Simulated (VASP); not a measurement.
Input of a VASP 6.6.1 run:

The input INCAR:

```
PREC = Accurate ; ENCUT = 520
EDIFF = 1E-6 ; ISMEAR = -1
SIGMA = 0.02 ; LREAL = F
LASPH = T ; NELM = 80
ALGO = Normal ; ISIF = 2
LWAVE = F ; LCHARG = F
GGA = PE ; NBANDS = 24
```

KPOINTS

```
Automatic mesh
0
Gamma
  12 12 6
```

The input POSCAR:

```
SrO
1.0
    4.3562736472      0.0000000000      0.0000000000
   -2.1781368236      3.7726436443      0.0000000000
    0.0000000000      0.0000000000      5.2483901368
Sr O
2 2
Direct
    0.3333333333      0.6666666667      0.9375000000
    0.6666666667      0.3333333333      0.4375000000
    0.3333333333      0.6666666667      0.4375000000
    0.6666666667      0.3333333333      0.9375000000
```

Potentials or basis: VASP PAW PBE potentials, release 64 (Sr_sv, O).

Launch:

```console
$ cat potpaw_PBE.64/Sr_sv/POTCAR potpaw_PBE.64/O/POTCAR > POTCAR
$ mpirun -np 1 vasp_std > vasp.out
```

Task: What does it give for the band gap on the k mesh?

Result: 2.45 eV.

Task: What does it give for the pressure?

Result: -2.3 GPa.

Caveat: the cell differs from its parent crystal (strain +2.0%). A k mesh can miss the band edges.
